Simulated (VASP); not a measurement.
# CO2 (P4_2/mnm) in VASP: single point with r2SCAN

Aim: the single point of CO2 with r2SCAN.

Program: VASP 6.6.1. These are calculated values, not measurements. Logs are shortened: lines on timing, memory, paths and dates and some standing lists are left out, and cuts for length are marked.

### Step 1. The cell of the first run

It takes space group P4_2/mnm (No. 136, tetragonal). Conventional cell: a = 4.227 Å, b = 4.227 Å, c = 4.688 Å, α = 90.00°, β = 90.00°, γ = 90.00°. C (site symmetry mmm) has 2 O at 1.17 Å within 1.6 Å. Within 1.6 Å of O (site symmetry m2m) lie 1 C at 1.17 Å.

### Step 2. Single point, r2SCAN

POSCAR

```
CO2
1.0
    4.2272127900      0.0000000000      0.0000000000
    0.0000000000      4.2272127900      0.0000000000
    0.0000000000      0.0000000000      4.6877715900
C O
2 4
Direct
    0.5000000000      0.5000000000      0.5000000000
    0.0000000000      0.0000000000      0.0000000000
    0.3048268600      0.6951731400      0.5000000000
    0.6951731400      0.3048268600      0.5000000000
    0.1951731400      0.1951731400      0.0000000000
    0.8048268600      0.8048268600      0.0000000000
```

INCAR.step1

```
PREC     = Accurate       # precision mode
ENCUT    = 910            # plane-wave cutoff, eV
ISMEAR   = 0              # smearing method
SIGMA    = 0.05           # smearing width, eV
LREAL    = False          # projectors in reciprocal space
LASPH    = True           # aspherical terms in the spheres
NELM     = 120            # most SCF steps
NBANDS   = 25             # bands
GGA      = PE             # functional
ALGO     = Normal         # electronic algorithm
EDIFF    = 1E-5           # SCF threshold, eV
LWAVE    = True           # write WAVECAR
LCHARG   = False          # write CHGCAR
GGA_COMPAT= False
```

INCAR.step2

```
PREC     = Accurate       # precision mode
ENCUT    = 910            # plane-wave cutoff, eV
EDIFF    = 1E-6           # SCF threshold, eV
ISMEAR   = 0              # smearing method
SIGMA    = 0.05           # smearing width, eV
LREAL    = False          # projectors in reciprocal space
LASPH    = True           # aspherical terms in the spheres
NELM     = 120            # most SCF steps
ALGO     = Normal         # electronic algorithm
ISIF     = 2              # what is computed and relaxed
LWAVE    = False          # write WAVECAR
LCHARG   = True           # write CHGCAR
METAGGA  = R2SCAN         # meta-GGA
LMIXTAU  = True         
LELF     = True           # ELF
LVHAR    = True         
NBANDS   = 25             # bands
ISTART   = 1            
GGA_COMPAT= False
```

KPOINTS

```
Automatic mesh
0
Gamma
  6 6 6
```

Potentials or basis: VASP PAW PBE potentials, release 64 (C_h, O_h).

The run is started by

```bash
> cat potpaw_PBE.64/C_h/POTCAR potpaw_PBE.64/O_h/POTCAR > POTCAR
> cp INCAR.step1 INCAR
> mpirun -np 1 vasp_std > vasp.out
> cp INCAR.step2 INCAR
> mpirun -np 1 vasp_std > vasp.out
```

OUTCAR:

```text
PREC = Accurate
   ENCUT = 910
   EDIFF = 1E-6
   ISMEAR = 0
   LREAL = False
   LASPH = True
   NELM = 120
   ISIF = 2
   METAGGA = R2SCAN
   ISTART = 1

 ion  position               nearest neighbor table
   1  0.500  0.500  0.500-   3 1.17   4 1.17
   2  0.000  0.000  0.000-   5 1.17   6 1.17
   3  0.305  0.695  0.500-   1 1.17
   4  0.695  0.305  0.500-   1 1.17
   5  0.195  0.195  0.000-   2 1.17
   6  0.805  0.805  0.000-   2 1.17

  LATTYP: Found a simple tetragonal cell.
 ALAT       =     4.2272127900
 C/A-ratio  =     1.1089509383

  Lattice vectors:

 A1 = (   4.2272127900,   0.0000000000,   0.0000000000)
 A2 = (   0.0000000000,   4.2272127900,   0.0000000000)
 A3 = (   0.0000000000,   0.0000000000,   4.6877715900)

Analysis of symmetry for initial positions (statically):
=====================================================================
 Subroutine PRICEL returns:
 Original cell was already a primitive cell.

 Routine SETGRP: Setting up the symmetry group for a
 simple tetragonal supercell.

 Subroutine GETGRP returns: Found 16 space group operations
 (whereof  8 operations were pure point group operations)
 out of a pool of 16 trial point group operations.

The static configuration has the point symmetry D_2h.
 The point group associated with its full space group is D_4h.

Analysis of symmetry for dynamics (positions and initial velocities):
=====================================================================
 Subroutine PRICEL returns:
 Original cell was already a primitive cell.

 Routine SETGRP: Setting up the symmetry group for a
 simple tetragonal supercell.

 Subroutine GETGRP returns: Found 16 space group operations
 (whereof  8 operations were pure point group operations)
 out of a pool of 16 trial point group operations.

The dynamic configuration has the point symmetry D_2h.
 The point group associated with its full space group is D_4h.

 Subroutine INISYM returns: Found 16 space group operations
 (whereof  8 operations are pure point group operations),
 and found     1 'primitive' translations

----------------------------------------------------------------------------------------

                                     Primitive cell

  volume of cell :      83.7673

  direct lattice vectors                    reciprocal lattice vectors
     4.227212790  0.000000000  0.000000000     0.236562494  0.000000000  0.000000000
     0.000000000  4.227212790  0.000000000     0.000000000  0.236562494  0.000000000
     0.000000000  0.000000000  4.687771590     0.000000000  0.000000000  0.213320974

  length of vectors
     4.227212790  4.227212790  4.687771590     0.236562494  0.236562494  0.213320974

  position of ions in fractional coordinates (direct lattice)
     0.500000000  0.500000000  0.500000000
     0.000000000  0.000000000  0.000000000
     0.304826860  0.695173140  0.500000000
     0.695173140  0.304826860  0.500000000
     0.195173140  0.195173140  0.000000000
     0.804826860  0.804826860  0.000000000

  ion indices of the primitive-cell ions
   primitive index   ion index
                 1           1
                 2           2
                 3           3
                 4           4
                 5           5
                 6           6

----------------------------------------------------------------------------------------

 KPOINTS: Automatic mesh

Automatic generation of k-mesh.
 Grid dimensions read from file:
 generate k-points for:    6    6    6

 Generating k-lattice:

  Cartesian coordinates                     Fractional coordinates (reciprocal lattice)
     0.039427082  0.000000000  0.000000000     0.166666667  0.000000000  0.000000000
     0.000000000  0.039427082  0.000000000     0.000000000  0.166666667  0.000000000
     0.000000000  0.000000000  0.035553496     0.000000000  0.000000000  0.166666667

  Length of vectors
     0.039427082  0.039427082  0.035553496

  Shift w.r.t. Gamma in fractional coordinates (k-lattice)
     0.000000000  0.000000000  0.000000000

 Subroutine IBZKPT returns following result:
 ===========================================

 Found     40 irreducible k-points:

 Following reciprocal coordinates:
            Coordinates               Weight
  0.000000  0.000000  0.000000      1.000000
  0.166667  0.000000  0.000000      4.000000
  0.333333  0.000000  0.000000      4.000000
  0.500000  0.000000  0.000000      2.000000
  0.166667  0.166667  0.000000      4.000000
  0.333333  0.166667  0.000000      8.000000
[... 16 lines left out ...]
  0.333333  0.000000  0.333333      8.000000
  0.500000  0.000000  0.333333      4.000000
 [... further k-points ...]
   k-points           NKPTS =     40   k-points in BZ     NKDIM =     40   number of bands    NBANDS=     25
   number of dos      NEDOS =    301   number of ions     NIONS =      6
   total plane-waves  NPLWV =  84672
   dimension x,y,z NGX =    42 NGY =   42 NGZ =   48
   dimension x,y,z NGXF=    84 NGYF=   84 NGZF=   96
   ions per type =               2   4
   NGX,Y,Z   is equivalent  to a cutoff of  16.52, 16.52, 17.02 a.u.
   NGXF,Y,Z  is equivalent  to a cutoff of  33.04, 33.04, 34.05 a.u.
 SYSTEM =  unknown system
   PREC   = accura    normal or accurate (medium, high low for compatibility)
   ISTART =      1    job   : 0-new  1-cont  2-samecut
   ICHARG =      0    charge: 1-file 2-atom 10-const
   ISPIN  =      1    spin polarized calculation?
   LNONCOLLINEAR =      F non collinear calculations
   LSORBIT =      F    spin-orbit coupling
   LASPH  =      T    aspherical Exc in radial PAW
   ENCUT  =  910.0 eV  66.88 Ry    8.18 a.u.  10.40 10.40 11.53*2*pi/ulx,y,z
   NELM   =    120;   NELMIN=  2; NELMDL=  0     # of ELM steps
   EDIFF  = 0.1E-05   stopping-criterion for ELM
   LREAL  =      F    real-space projection
   EDIFFG = 0.1E-04   stopping-criterion for IOM
   NSW    =      0    number of steps for IOM
   IBRION =     -1    ionic relax: 0-MD 1-quasi-New 2-CG
   NFREE  =      0    steps in history (QN), initial steepest desc. (CG)
   ISIF   =      2    stress and relaxation
   ISYM   =      2    0-nonsym 1-usesym 2-fastsym
   POTIM  = 0.5000    time-step for ionic-motion
   TEBEG  =    0.0;   TEEND  =   0.0 temperature during run
   PSTRESS=    0.0 pullay stress
   NELECT =      32.0000    total number of electrons
   NUPDOWN=      -1.0000    fix difference up-down
   EMIN   =  10.00;   EMAX   =-10.00  energy-range for DOS
   EFERMI =   0.00;   METHOD = LEGACY
   ISMEAR =     0;   SIGMA  =   0.05  broadening in eV -4-tet -1-fermi 0-gaus
   EFERMI_NEDOS =   21; number of points for ismear=-14 and -15
   IALGO  =     38    algorithm
   IMIX   =      4    mixing-type and parameters
     AMIX     =   0.40;   BMIX     =  1.00
     AMIX_MAG =   1.60;   BMIX_MAG =  1.00
  volume/ion in A,a.u.               =      13.96        94.21
  Fermi-wavevector in a.u.,A,eV,Ry     =   1.187864  2.244737 19.198094  1.411020
  Thomas-Fermi vector in A             =   2.324006
   LORBIT       =      0    0 simple, 1 ext, 2 COOP (PROOUT), +10 PAW based schemes
   METAGGA = R2SCAN    functional components
   LHFCALC =     F    Hartree Fock is set to
   AEXX    =    0.0000 exact exchange contribution
   IVDW    =     0    specifies the selected vdW correction
   LEPSILON=     F    determine dielectric tensor
   LRPA    =     F    only Hartree local field effects (RPA)
 non-spin polarized calculation
 Gauss-broadening in eV      SIGMA  =   0.05
  energy-cutoff  :      910.00
  volume of cell :       83.77
 maximum number of plane-waves:      5263
 NGX is ok and might be reduce to    42
   NGX = 21   NGY = 21   NGZ = 23

 number of electron      31.9999994 magnetization

 Free energy of the ion-electron system (eV)
  ---------------------------------------------------
  ext. energy  EPLUGINS =         0.00000000
  ---------------------------------------------------
  free energy    TOTEN  =       -52.21522124 eV

  energy without entropy =      -52.21522124  energy(sigma->0) =      -52.21522124

 E-fermi :  -2.7996     XC(G=0):  -8.5879

 val. band max:       -3.0533527754   @ k =   0.5000   0.5000   0.5000
 cond. band min:       4.1432159926   @ k =   0.0000   0.0000   0.0000
 fundamental gap:      7.1965687680
 Fermi energy:        -2.7995885673

 k-point     1 :       0.0000    0.0000    0.0000
  band No.  band energies     occupation
      1     -24.9623      2.00000
      2     -24.6599      2.00000
      3     -23.6430      2.00000
      4     -23.6430      2.00000
      5      -9.0858      2.00000
      6      -8.7003      2.00000
[... 17 lines left out ...]
     24      13.4617      0.00000
     25      13.5714      0.00000

 k-point     2 :       0.1667    0.0000    0.0000
  band No.  band energies     occupation
      1     -24.9345      2.00000
      2     -24.6699      2.00000
      3     -23.6533      2.00000
      4     -23.6506      2.00000
      5      -9.0366      2.00000
      6      -8.7318      2.00000
[... 17 lines left out ...]
     24      13.2921      0.00000
     25      13.5263      0.00000

 k-point     3 :       0.3333    0.0000    0.0000
  band No.  band energies     occupation
      1     -24.8623      2.00000
      2     -24.7063      2.00000
      3     -23.6725      2.00000
      4     -23.6676      2.00000
      5      -8.9205      2.00000
      6      -8.7845      2.00000
[... 552 lines left out ...]
 k-point    23 :       0.3333    0.0000    0.3333
  band No.  band energies     occupation
      1     -24.8193      2.00000
      2     -24.7409      2.00000
      3     -23.6747      2.00000
      4     -23.6719      2.00000
      5      -8.8948      2.00000
      6      -8.8268      2.00000
[... 17 lines left out ...]
     24      12.2863      0.00000
     25      13.1717      0.00000

 k-point    24 :       0.5000    0.0000    0.3333
  band No.  band energies     occupation
      1     -24.7692      2.00000
      2     -24.7692      2.00000
      3     -23.6840      2.00000
      4     -23.6840      2.00000
      5      -8.7786      2.00000
      6      -8.7786      2.00000
[... 17 lines left out ...]
     24      11.0276      0.00000
     25      13.1054      0.00000

 [... further k-points ...]

------------------------ aborting loop because EDIFF is reached ----------------------------------------

  FORCE on cell =-STRESS in cart. coord.  units (eV):
  Direction    XX          YY          ZZ          XY          YZ          ZX
  --------------------------------------------------------------------------------------
  -------------------------------------------------------------------------------------
  Total       -1.8079597     -1.8079597     -0.0179707     -0.0000000      0.0000000      0.0000000
  in kB      -34.5799744    -34.5799744     -0.3437166     -0.0000000      0.0000000      0.0000000
  external PRESSURE =     -23.1678885 kB  Pullay stress =       0.0000000 kB

 VOLUME and BASIS-vectors are now :
 -----------------------------------------------------------------------------
  energy-cutoff  :      910.00
  volume of cell :       83.77
      direct lattice vectors                 reciprocal lattice vectors
     4.227212790  0.000000000  0.000000000     0.236562494  0.000000000  0.000000000
     0.000000000  4.227212790  0.000000000     0.000000000  0.236562494  0.000000000
     0.000000000  0.000000000  4.687771590     0.000000000  0.000000000  0.213320974

 POSITION                                       TOTAL-FORCE (eV/Angst)
 -----------------------------------------------------------------------------------
      2.11361      2.11361      2.34389         0.000000      0.000000      0.000000
      0.00000      0.00000      0.00000         0.000000      0.000000      0.000000
      1.28857      2.93864      2.34389         0.563216     -0.563216      0.000000
      2.93864      1.28857      2.34389        -0.563216      0.563216     -0.000000
      0.82504      0.82504      0.00000        -0.563216     -0.563216      0.000000
      3.40217      3.40217      0.00000         0.563216      0.563216     -0.000000
 -----------------------------------------------------------------------------------
    total drift:                                0.000000     -0.000000      0.000000

  FREE ENERGIE OF THE ION-ELECTRON SYSTEM (eV)
  ---------------------------------------------------
  free  energy   TOTEN  =       -52.2152212396 eV

  energy  without entropy=      -52.2152212396  energy(sigma->0) =      -52.21522124
```

It took 5.3 min on 1 thread of AMD EPYC 9R45 (Zen 5), shared host; peak memory 0.36 GiB.

What came out:

```
Free energy            : -52.2152 eV
Pressure               : -2.3 GPa
Largest force          : 0.797 eV/Å
Band gap on the k mesh : 7.20 eV (least direct gap 7.68 eV)
```

Forces in eV/Å, atoms in the order of the input:
```
C    0.000  0.000  0.000
C    0.000  0.000  0.000
O    0.563 -0.563  0.000
O   -0.563  0.563  0.000
O   -0.563 -0.563  0.000
O    0.563  0.563  0.000
```

Levels at points of the mesh, in eV from the valence-band top:
| k point | band 14 | band 15 | band 16 | band 17 | band 18 | band 19 |
| --- | --- | --- | --- | --- | --- | --- |
| (0.00, 0.00, 0.00) | -0.56 | -0.48 | -0.48 | 7.20 | 8.17 | 8.59 |
| (0.50, 0.00, 0.00) | -0.53 | -0.49 | -0.49 | 8.80 | 8.80 | 8.94 |
| (0.50, 0.50, 0.00) | -0.67 | 0.00 | 0.00 | 8.97 | 8.97 | 9.09 |
| (0.00, 0.00, 0.50) | -1.00 | -0.48 | -0.48 | 8.63 | 8.63 | 8.74 |
| (0.50, 0.00, 0.50) | -0.90 | -0.27 | -0.27 | 8.67 | 8.67 | 9.19 |
| (0.50, 0.50, 0.50) | -0.52 | 0.00 | 0.00 | 8.40 | 8.40 | 9.09 |

Caveat: the cutoff is under 1.25 times the usual one of these potentials, so pressure, stress and relaxed cells hold a basis-set (Pulay) error; the PAW data sets were made with another functional, which shifts forces and pressure a little. A k mesh can miss the band edges.
